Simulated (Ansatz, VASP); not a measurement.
# Two plane-wave programs on TiRh3

File INCAR:

```
SYSTEM = TiRh3
PREC = Accurate
ENCUT = 520
EDIFF = 1E-8
ISMEAR = -1
SIGMA = 0.03
LREAL = .False.
LASPH = .True.
NELM = 60
ALGO = Normal
ISIF = 2
LWAVE = .False.
LCHARG = .False.
LEFG = .True.
NBANDS = 36
```

Contents of KPOINTS:

```
Automatic mesh
0
Gamma
  10 10 10
  0 0 0
```

File POSCAR:

```
TiRh3
1.0
    3.8220000000      0.0000000000      0.0000000000
    0.0000000000      3.8220000000      0.0000000000
    0.0000000000      0.0000000000      3.8220000000
Ti Rh
1 3
Direct
    0.0000000000      0.0000000000      0.0000000000
    0.0000000000      0.5000000000      0.5000000000
    0.5000000000      0.0000000000      0.5000000000
    0.5000000000      0.5000000000      0.0000000000
```

Input for Ansatz:

```yaml
crystal:
  lattice:
    - [3.822, 0.0, 0.0]
    - [0.0, 3.822, 0.0]
    - [0.0, 0.0, 3.822]
  atoms:
    - { symbol: Ti, position: [0.0, 0.0, 0.0] }
    - { symbol: Rh, position: [0.0, 0.5, 0.5] }
    - { symbol: Rh, position: [0.5, 0.0, 0.5] }
    - { symbol: Rh, position: [0.5, 0.5, 0.0] }
kpoints:
  mp_grid: { grid: [10, 10, 10] }
  band_path:
    path:
      - [0.0, 0.0, 0.0]
      - [0.0, 0.5, 0.0]
      - [0.5, 0.5, 0.0]
      - [0.0, 0.0, 0.0]
      - [0.5, 0.5, 0.5]
      - [0.0, 0.5, 0.0]
      - [0.5, 0.5, 0.5]
      - [0.5, 0.5, 0.0]
    npoints: 14
scf:
  occupations: { method: fermi_dirac, width: 0.03 }
hamiltonian:
  xc: lda
  pseudopotentials: { kind: paw }
output:
  forces: true
  stress: true
  eigenvalues: true
  efg: { contact_densities: true }
  populations: true
  bader: true
  dos: { projected: true, de: 0.2, e_range: [-14, 8] }
  write_density: true
  write_potential: true
  elf: true
  volumetric_format: npy
```

Alike in both runs: task electric field gradients; functional LDA; k mesh 10 × 10 × 10; occupations fermi-dirac, width 0.03 eV; no spin polarisation.

|  | VASP | Ansatz |
| --- | --- | --- |
| version | VASP 6.6.1 | Ansatz 0.2.0 |
| potentials or method | VASP PAW LDA potentials, release 64 (Ti_sv, Rh_pv) | PAW with Ansatz's default frozen-core files, scalar-relativistic |
| plane-wave cutoff (eV) | 520 | 420 |
| valence electrons in the cell | 57 | 63 |

|  | VASP | Ansatz | Ansatz less VASP |
| --- | --- | --- | --- |
| pressure (GPa) | -9.6 | -10.3 | -0.70 |
| size of Vzz on the site where it differs most (V/Å²) | 32.6 | 27.8 | -4.75 |

LDA's correlation is that of Perdew and Zunger in VASP and of Perdew and Wang (1992) in Ansatz. VASP's potentials hold 57 valence electrons a cell and Ansatz's 63, so a difference there can come from the potentials and not from the codes.
